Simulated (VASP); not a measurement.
## WS2: single point with PBE+D3(BJ)

The system is WS2.

```
W S
1.0
     2.90187    0.00000    0.00000
    -1.45093    2.51309    0.00000
     0.00000    0.00000   12.13991
W S
2 4
Cartesian
  0.0000 1.6754 3.0350
  1.4509 0.8377 9.1049
  0.0000 1.6754 7.5302
  1.4509 0.8377 1.4603
  0.0000 1.6754 10.6796
  1.4509 0.8377 4.6097
```

This cell differs from its parent crystal: strain -0.080 along x and y, +0.000 along z.

```json
{"Program": "VASP 6.6.1", "Task": "single point", "Functional": "PBE", "Dispersion": "D3(BJ)", "Potentials or basis": "VASP PAW PBE potentials, release 64 (W_sv, S)", "Cutoff": "520 eV", "k mesh": "12 × 12 × 4", "Occupations": "gaussian, width 0.05 eV", "Spin": "no spin polarisation"}
```

- Pressure: 39.2 GPa
- Largest force: 2.401 eV/Å
- Band gap on the k mesh: 1.13 eV, indirect (least direct gap 2.07 eV)
- Dispersion energy per atom: -0.517 eV

Forces in eV/Å, atoms in the order of the input:
```
W    0.000  0.000  0.000
W    0.000  0.000  0.000
S    0.000  0.000 -2.401
S    0.000  0.000 -2.401
S    0.000  0.000  2.401
S    0.000  0.000  2.401
```

Stress tensor (GPa, compression positive):
```
45.22  0.00  0.00
 0.00 45.22  0.00
 0.00  0.00 27.25
```

Levels at points of the mesh, in eV from the valence-band top:
| k point | band 22 | band 23 | band 24 | band 25 | band 26 | band 27 | band 28 | band 29 | band 30 | band 31 |
| --- | --- | --- | --- | --- | --- | --- | --- | --- | --- | --- |
| (0.00, 0.00, 0.00) | -1.29 | -1.29 | -1.24 | -1.24 | 0.00 | 3.60 | 3.60 | 3.61 | 3.61 | 3.61 |
| (0.50, 0.00, 0.00) | -2.93 | -1.36 | -1.36 | -0.97 | -0.72 | 3.29 | 3.81 | 3.98 | 4.19 | 4.23 |
| (0.00, 0.00, 0.50) | -1.27 | -1.27 | -1.27 | -0.47 | -0.47 | 3.58 | 3.58 | 3.58 | 3.58 | 3.73 |
| (0.50, 0.00, 0.50) | -3.07 | -1.35 | -1.35 | -0.85 | -0.85 | 3.66 | 3.66 | 4.12 | 4.12 | 4.21 |

It took 2.5 min on 1 thread of Intel(R) Xeon(R) Platinum 8488C (Sapphire Rapids), with other jobs on the host, peak memory 0.31 GiB.

Caveat: the cell differs from its parent crystal (strain -0.080 along x and y, +0.000 along z); spin-orbit coupling is left out, which moves the levels of the heavy elements; forces of over 1 eV/Å act on the atoms, so gaps and moduli don't describe the material at rest. A k mesh can miss the band edges.
